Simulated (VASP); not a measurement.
Wanted: the native input for a VASP 6.6.1 run.

```
Task                   : single point
Functional             : PBE
Potentials or basis    : VASP PAW PBE potentials, release 64 (Ba_sv, Ti_sv, O)
Cutoff                 : 520 eV
k mesh                 : 6 × 6 × 6
Occupations            : gaussian, width 0.05 eV
Spin                   : no spin polarisation
Hubbard terms          : Ti d U = 4.0 eV
Dipole correction      : no
Further INCAR settings : ALGO = Normal; EDIFF = 1e-07; NBANDS = 28
```

The structure of BaTiO3 lies in POSCAR:

```
BaTiO3
1.0
    2.7745609226      1.6018934955      2.3460535783
   -2.7745609226      1.6018934955      2.3460535783
    0.0000000000     -3.2037869911      2.3460535783
Ba Ti O
1 1 3
Direct
    0.0026800181      0.0026800181      0.0026800181
    0.5127992509      0.5127992509      0.5127992509
    0.4903227049      0.4903227049      0.9825753212
    0.4903227049      0.9825753212      0.4903227049
    0.9825753212      0.4903227049      0.4903227049
```

This cell differs from its parent crystal: strain -0.030 along x and y, +0.000 along z.

These files were run (other wordings do the same):

INCAR

```
  ALGO = Normal
  EDIFF = 1E-7
  ENCUT = 520
  GGA = PE
  ISIF = 2
  ISMEAR = 0
  LASPH = T
  LCHARG = T
  LDAU = T
  LDAUJ = 0 0 0
  LDAUL = -1 2 -1
  LDAUPRINT = 1
  LDAUTYPE = 2
  LDAUU = 0 4 0
  LELF = T
  LMAXMIX = 4
  LREAL = F
  LVHAR = T
  LWAVE = F
  NBANDS = 28
  NELM = 150
  PREC = Accurate
  SIGMA = 0.05
```

KPOINTS

```
k-points
0
Gamma
  6 6 6
```

Potentials or basis: VASP PAW PBE potentials, release 64 (Ba_sv, Ti_sv, O).

The run is started by

```console
$ cat potpaw_PBE.64/Ba_sv/POTCAR potpaw_PBE.64/Ti_sv/POTCAR potpaw_PBE.64/O/POTCAR > POTCAR
$ mpirun -np 1 vasp_std > vasp.out
```

It gave:

```
Pressure               : 15.5 GPa
Largest force          : 1.237 eV/Å
Band gap on the k mesh : 2.77 eV (least direct gap 3.06 eV)
```

Caveat: the cell differs from its parent crystal (strain -0.030 along x and y, +0.000 along z); the stress differs along the axes, from 10 to 18 GPa; spin-orbit coupling is left out, which moves the levels of the heavy elements; forces of over 1 eV/Å act on the atoms, so gaps and moduli don't describe the material at rest.

It took 2.3 min on 1 thread of Intel Xeon 8259CL (shared host), peak memory 0.21 GiB.
